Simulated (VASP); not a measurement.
**Ti: relaxation of cell and atoms with LDA**

Ti:

```
Ti
1.0
     0.00000    2.06500    2.06500
     2.06500    0.00000    2.06500
     2.06500    2.06500    0.00000
Ti
1
Direct
  0.00000 0.00000 0.00000
```

This isn't the form of Ti at room conditions, which is hcp.

* Program: VASP 6.6.1
* Task: relaxation of cell and atoms
* Functional: LDA
* Potentials or basis: VASP PAW LDA potentials, release 64 (Ti_sv)
* Cutoff: 500 eV
* k mesh: 8 × 8 × 8
* Occupations: methfessel-paxton, width 0.05 eV
* Spin: no spin polarisation
* Dipole correction: no
* Further INCAR settings: ALGO = Normal; EDIFF = 1e-07; IBRION = 2; EDIFFG = -0.02; NSW = 80; ISIF = 3

- Relaxed volume: 16.01 Å³/atom
- Relaxed cell: a = 2.829 Å, b = 2.829 Å, c = 2.829 Å, α = 60.00°, β = 60.00°, γ = 60.00°
- Space group after relaxing (to 0.1 Å): Fm-3m (No. 225)
- Energy gained by relaxing: 53.0 meV/atom
- Ionic steps: 3
- Pressure after relaxing: 0.0 GPa
- Band gap on the k mesh: zero (bands 6 and 7 overlap by 1.29 eV)

The path:
| step | energy change (eV) | largest force (eV/Å) | pressure (GPa) | volume (Å³) |
| --- | --- | --- | --- | --- |
| 1 | 0.0000 | 0.0000 | -9.95 | 17.61 |
| 2 | -0.0260 | 0.0000 | 8.67 | 14.97 |
| 3 | -0.0530 | 0.0000 | -0.01 | 16.01 |

Final structure:
```
CELL_PARAMETERS angstrom
0.00000 2.00054 2.00054
2.00054 0.00000 2.00054
2.00054 2.00054 0.00000
ATOMIC_POSITIONS crystal
Ti 0.00000 0.00000 0.00000
```

Levels at points of the mesh, in eV from the Fermi level:
```csv
k point,band 2,band 3,band 4,band 5,band 6,band 7,band 8,band 9,band 10
"(0.00, 0.00, 0.00)",-32.07,-32.07,-32.07,-6.22,0.84,0.84,0.84,2.64,2.64
"(0.50, 0.00, 0.00)",-32.96,-32.18,-32.18,-2.82,0.70,0.70,0.94,3.87,3.87
"(0.50, 0.50, 0.00)",-32.90,-32.38,-32.38,-2.91,-2.01,3.28,3.84,4.19,4.19
```

Run time: 44 s on 1 thread of AMD EPYC 7R43 64-Core Processor (Zen 3) (shared host), peak memory 0.09 GiB.
